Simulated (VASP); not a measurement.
# S (P4_2/mnm) in VASP: electric field gradients with LDA

Aim: the electric field gradients of S with LDA.

All numbers are computed with VASP 6.6.1; they aren't measurements. Logs are shortened: lines on timing, memory, paths and dates and some standing lists are left out, and cuts for length are marked.

**1. The cell of the first run**

It takes space group P4_2/mnm (No. 136, tetragonal). Conventional cell: a = 5.678 Å, b = 5.678 Å, c = 2.950 Å, α = 90.00°, β = 90.00°, γ = 90.00°. S (site symmetry m2m) has 1 S at 1.87 Å within 2.5 Å.

**2. Electric field gradients, LDA**

The input, INCAR:

```
PREC     = Accurate       # precision mode
ENCUT    = 520            # plane-wave cutoff, eV
EDIFF    = 1E-8           # SCF threshold, eV
ISMEAR   = 0              # smearing method
SIGMA    = 0.1            # smearing width, eV
LREAL    = False          # projectors in reciprocal space
LASPH    = True           # aspherical terms in the spheres
NELM     = 60             # most SCF steps
ALGO     = Normal         # electronic algorithm
ISIF     = 2              # what is computed and relaxed
LWAVE    = False          # write WAVECAR
LCHARG   = False          # write CHGCAR
GGA      = CA             # functional
LEFG     = True         
NBANDS   = 20             # bands
```

The input, KPOINTS:

```
Automatic mesh
0
Gamma
  2 2 4
```

The input, POSCAR:

```
S
1.0
    5.6780537900      0.0000000000      0.0000000000
    0.0000000000      5.6780537900      0.0000000000
    0.0000000000      0.0000000000      2.9496155800
S
4
Direct
    1.1503913800      1.2073913800      0.5530000000
    0.3836086200      0.4406086200      0.5530000000
    0.6503913800      0.9406086200      0.0530000000
    0.8836086200      0.7073913800      0.0530000000
```

Potentials or basis: VASP PAW LDA potentials, release 64 (S).

On the command line:

```sh
$ cat potpaw_LDA.64/S/POTCAR > POTCAR
$ mpirun -np 1 vasp_std > vasp.out
```

OUTCAR:

```text
PREC = Accurate
   ENCUT = 520
   EDIFF = 1E-8
   ISMEAR = 0
   LREAL = False
   LASPH = True
   NELM = 60
   ISIF = 2
   GGA = CA

 ion  position               nearest neighbor table
   1  0.150  0.207  0.553-   2 1.87
   2  0.384  0.441  0.553-   1 1.87
   3  0.650  0.941  0.053-   4 1.87
   4  0.884  0.707  0.053-   3 1.87

  LATTYP: Found a simple tetragonal cell.
 ALAT       =     5.6780537900
 C/A-ratio  =     0.5194765124

  Lattice vectors:

 A1 = (   5.6780537900,   0.0000000000,   0.0000000000)
 A2 = (   0.0000000000,   5.6780537900,   0.0000000000)
 A3 = (   0.0000000000,   0.0000000000,   2.9496155800)

Analysis of symmetry for initial positions (statically):
=====================================================================
 Subroutine PRICEL returns:
 Original cell was already a primitive cell.

 Routine SETGRP: Setting up the symmetry group for a
 simple tetragonal supercell.

 Subroutine GETGRP returns: Found 16 space group operations
 (whereof  1 operations were pure point group operations)
 out of a pool of 16 trial point group operations.

The static configuration has the point symmetry C_1 .
 The point group associated with its full space group is D_4h.

Analysis of symmetry for dynamics (positions and initial velocities):
=====================================================================
 Subroutine PRICEL returns:
 Original cell was already a primitive cell.

 Routine SETGRP: Setting up the symmetry group for a
 simple tetragonal supercell.

 Subroutine GETGRP returns: Found 16 space group operations
 (whereof  1 operations were pure point group operations)
 out of a pool of 16 trial point group operations.

The dynamic configuration has the point symmetry C_1 .
 The point group associated with its full space group is D_4h.

 Subroutine INISYM returns: Found 16 space group operations
 (whereof  1 operations are pure point group operations),
 and found     1 'primitive' translations

----------------------------------------------------------------------------------------

                                     Primitive cell

  volume of cell :      95.0965

  direct lattice vectors                    reciprocal lattice vectors
     5.678053790  0.000000000  0.000000000     0.176116683  0.000000000  0.000000000
     0.000000000  5.678053790  0.000000000     0.000000000  0.176116683  0.000000000
     0.000000000  0.000000000  2.949615580     0.000000000  0.000000000  0.339027230

  length of vectors
     5.678053790  5.678053790  2.949615580     0.176116683  0.176116683  0.339027230

  position of ions in fractional coordinates (direct lattice)
     0.150391380  0.207391380  0.553000000
     0.383608620  0.440608620  0.553000000
     0.650391380  0.940608620  0.053000000
     0.883608620  0.707391380  0.053000000

  ion indices of the primitive-cell ions
   primitive index   ion index
                 1           1
                 2           2
                 3           3
                 4           4

----------------------------------------------------------------------------------------

 KPOINTS: Automatic mesh

Automatic generation of k-mesh.
 Grid dimensions read from file:
 generate k-points for:    2    2    4

 Generating k-lattice:

  Cartesian coordinates                     Fractional coordinates (reciprocal lattice)
     0.088058342  0.000000000  0.000000000     0.500000000  0.000000000  0.000000000
     0.000000000  0.088058342  0.000000000     0.000000000  0.500000000  0.000000000
[... 24 lines left out ...]
   k-points           NKPTS =      9   k-points in BZ     NKDIM =      9   number of bands    NBANDS=     20
   number of dos      NEDOS =    301   number of ions     NIONS =      4
   total plane-waves  NPLWV =  42336
   dimension x,y,z NGX =    42 NGY =   42 NGZ =   24
   dimension x,y,z NGXF=    84 NGYF=   84 NGZF=   48
   ions per type =               4
   NGX,Y,Z   is equivalent  to a cutoff of  12.30, 12.30, 13.53 a.u.
   NGXF,Y,Z  is equivalent  to a cutoff of  24.59, 24.59, 27.05 a.u.
 SYSTEM =  unknown system
   PREC   = accura    normal or accurate (medium, high low for compatibility)
   ISTART =      0    job   : 0-new  1-cont  2-samecut
   ICHARG =      2    charge: 1-file 2-atom 10-const
   ISPIN  =      1    spin polarized calculation?
   LNONCOLLINEAR =      F non collinear calculations
   LSORBIT =      F    spin-orbit coupling
   LASPH  =      T    aspherical Exc in radial PAW
   ENCUT  =  520.0 eV  38.22 Ry    6.18 a.u.  10.56 10.56  5.48*2*pi/ulx,y,z
   NELM   =     60;   NELMIN=  2; NELMDL= -5     # of ELM steps
   EDIFF  = 0.1E-07   stopping-criterion for ELM
   LREAL  =      F    real-space projection
   EDIFFG = 0.1E-06   stopping-criterion for IOM
   NSW    =      0    number of steps for IOM
   IBRION =     -1    ionic relax: 0-MD 1-quasi-New 2-CG
   NFREE  =      0    steps in history (QN), initial steepest desc. (CG)
   ISIF   =      2    stress and relaxation
   ISYM   =      2    0-nonsym 1-usesym 2-fastsym
   POTIM  = 0.5000    time-step for ionic-motion
   TEBEG  =    0.0;   TEEND  =   0.0 temperature during run
   PSTRESS=    0.0 pullay stress
   NELECT =      24.0000    total number of electrons
   NUPDOWN=      -1.0000    fix difference up-down
   EMIN   =  10.00;   EMAX   =-10.00  energy-range for DOS
   EFERMI =   0.00;   METHOD = LEGACY
   ISMEAR =     0;   SIGMA  =   0.10  broadening in eV -4-tet -1-fermi 0-gaus
   EFERMI_NEDOS =   21; number of points for ismear=-14 and -15
   IALGO  =     38    algorithm
   IMIX   =      4    mixing-type and parameters
     AMIX     =   0.40;   BMIX     =  1.00
     AMIX_MAG =   1.60;   BMIX_MAG =  1.00
  volume/ion in A,a.u.               =      23.77       160.44
  Fermi-wavevector in a.u.,A,eV,Ry     =   1.034563  1.955041 14.562607  1.070321
  Thomas-Fermi vector in A             =   2.168865
   LORBIT       =      0    0 simple, 1 ext, 2 COOP (PROOUT), +10 PAW based schemes
   GGA     = CA    functional components
   LHFCALC =     F    Hartree Fock is set to
   AEXX    =    0.0000 exact exchange contribution
   IVDW    =     0    specifies the selected vdW correction
   LEPSILON=     F    determine dielectric tensor
   LRPA    =     F    only Hartree local field effects (RPA)
 non-spin polarized calculation
 Gauss-broadening in eV      SIGMA  =   0.10
  energy-cutoff  :      520.00
  volume of cell :       95.10
 maximum number of plane-waves:      2578
   NGX = 21   NGY = 21   NGZ = 11

 number of electron      23.9999998 magnetization

 Free energy of the ion-electron system (eV)
  ---------------------------------------------------
  ext. energy  EPLUGINS =         0.00000000
  ---------------------------------------------------
  free energy    TOTEN  =       -16.86626979 eV

  energy without entropy =      -16.81132563  energy(sigma->0) =      -16.83879771

 E-fermi :   2.9523     XC(G=0):  -9.1814

 val. band max:        2.9370451308   @ k =   0.5000   0.5000   0.2500
 cond. band min:       2.9952090667   @ k =   0.0000   0.0000   0.5000
 fundamental gap:      0.0581639359
 Fermi energy:         2.9523401348

 k-point     1 :       0.0000    0.0000    0.0000
  band No.  band energies     occupation
      1     -13.6366      2.00000
      2     -13.0678      2.00000
      3      -7.7607      2.00000
      4      -7.7607      2.00000
      5      -2.5343      2.00000
      6      -2.0215      2.00000
[... 196 lines left out ...]
     19      10.6442      0.00000
     20      10.6442      0.00000

------------------------ aborting loop because EDIFF is reached ----------------------------------------

  FORCE on cell =-STRESS in cart. coord.  units (eV):
  Direction    XX          YY          ZZ          XY          YZ          ZX
  --------------------------------------------------------------------------------------
  -------------------------------------------------------------------------------------
  Total       -0.8917349     -0.8917349      1.3803469      0.0000000     -0.0000000      0.0000000
  in kB      -15.0238744    -15.0238744     23.2559665      0.0000000     -0.0000000      0.0000000
  external PRESSURE =      -2.2639274 kB  Pullay stress =       0.0000000 kB

 VOLUME and BASIS-vectors are now :
 -----------------------------------------------------------------------------
  energy-cutoff  :      520.00
  volume of cell :       95.10
      direct lattice vectors                 reciprocal lattice vectors
     5.678053790  0.000000000  0.000000000     0.176116683  0.000000000  0.000000000
     0.000000000  5.678053790  0.000000000     0.000000000  0.176116683  0.000000000
     0.000000000  0.000000000  2.949615580     0.000000000  0.000000000  0.339027230

 POSITION                                       TOTAL-FORCE (eV/Angst)
 -----------------------------------------------------------------------------------
      0.85393      1.17758      1.63114        -0.193469     -0.193469      0.000000
      2.17815      2.50180      1.63114         0.193469      0.193469      0.000000
      3.69296      5.34083      0.15633        -0.193469      0.193469      0.000000
      5.01718      4.01661      0.15633         0.193469     -0.193469     -0.000000
 -----------------------------------------------------------------------------------
    total drift:                               -0.000000      0.000001     -0.000005

  FREE ENERGIE OF THE ION-ELECTRON SYSTEM (eV)
  ---------------------------------------------------
  free  energy   TOTEN  =       -16.8662697869 eV

  energy  without entropy=      -16.8113256337  energy(sigma->0) =      -16.83879771

 Electric field gradients (V/A^2)
---------------------------------------------------------------------
 ion       V_xx      V_yy      V_zz      V_xy      V_xz      V_yz
---------------------------------------------------------------------
   1      27.536    27.536   -55.072    40.571     0.000    -0.000
   2      27.536    27.537   -55.073    40.571    -0.000    -0.000
   3      27.536    27.537   -55.073   -40.571     0.000    -0.000
   4      27.537    27.536   -55.073   -40.571    -0.000    -0.000
---------------------------------------------------------------------

 Electric field gradients after diagonalization (V/A^2)
 (convention: |V_zz| > |V_xx| > |V_yy|)
----------------------------------------------------------------------
 ion       V_xx      V_yy      V_zz     asymmetry (V_yy - V_xx)/ V_zz
----------------------------------------------------------------------
   1     -55.072   -13.035    68.108       0.617
   2     -55.073   -13.035    68.108       0.617
   3     -55.073   -13.035    68.108       0.617
   4     -55.073   -13.035    68.108       0.617
----------------------------------------------------------------------

           NMR quadrupolar parameters

 Cq : quadrupolar parameter    Cq=e*Q*V_zz/h
 eta: asymmetry parameters     (V_yy - V_xx)/ V_zz
 Q  : nuclear electric quadrupole moment in mb (millibarn)
----------------------------------------------------------------------
 ion       Cq(MHz)       eta       Q (mb)
----------------------------------------------------------------------
   1       0.165       0.617       1.000
   2       0.165       0.617       1.000
   3       0.165       0.617       1.000
   4       0.165       0.617       1.000
----------------------------------------------------------------------
```

Run time: 20 s. Hardware: 1 thread of Intel Xeon 8259CL, shared host; peak memory 0.16 GiB.

What came out:

```
Free energy                             : -16.8663 eV
Pressure                                : -0.2 GPa
Largest force                           : 0.274 eV/Å
Band gap on the k mesh                  : zero (bands 12 and 13 overlap by 0.96 eV)
Largest electric field gradient by atom : S +68.1 V/Å²
```

Forces on the atoms (eV/Å):
```
S   -0.193 -0.193  0.000
S    0.193  0.193  0.000
S   -0.193  0.193  0.000
S    0.193 -0.193  0.000
```

Electric field gradients, principal values (V/Å²):
```tsv
atom	least	middle	greatest (by size)
1 S	-13.035	-55.072	68.108
2 S	-13.035	-55.073	68.108
3 S	-13.035	-55.073	68.108
4 S	-13.035	-55.073	68.108
```

Caveat: the k points lie up to 0.55 Å⁻¹ apart, too coarse for converged energies and pressures of a metal; without QUAD_EFG the Cq values of the log hold for a quadrupole moment of 1 mb, not for the nuclei.
